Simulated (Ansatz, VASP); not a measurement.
## One calculation of RbCl, two programs

```
Rb Cl
1.0
     0.00000    3.32082    3.32082
     3.32082    0.00000    3.32082
     3.32082    3.32082    0.00000
Rb Cl
1 1
Direct
  0.00000 0.00000 0.00000
  0.50000 0.50000 0.50000
```

Change from the starting cell: volume scaled by 0.975, PAW files.

Alike in both runs: task electric field gradients; functional PBE; k mesh 10 × 10 × 10; occupations fermi-dirac, width 0.05 eV; no spin polarisation.

|  | VASP | Ansatz |
| --- | --- | --- |
| version | VASP 6.6.1 | Ansatz 0.2.0 |
| potentials or method | VASP PAW PBE potentials, release 64 (Rb_sv, Cl) | PAW with Ansatz's default frozen-core files, scalar-relativistic |
| plane-wave cutoff (eV) | 400 | 420 |
| valence electrons in the cell | 16 | 16 |

|  | VASP | Ansatz | Ansatz less VASP |
| --- | --- | --- | --- |
| gap on the k mesh at the Fermi level (eV) | 4.91 | 4.91 | +0.003 |
| pressure (GPa) | 0.4 | 0.4 | 0.00 |

With one functional, cell and mesh, what is left measures potentials, basis and numerics.
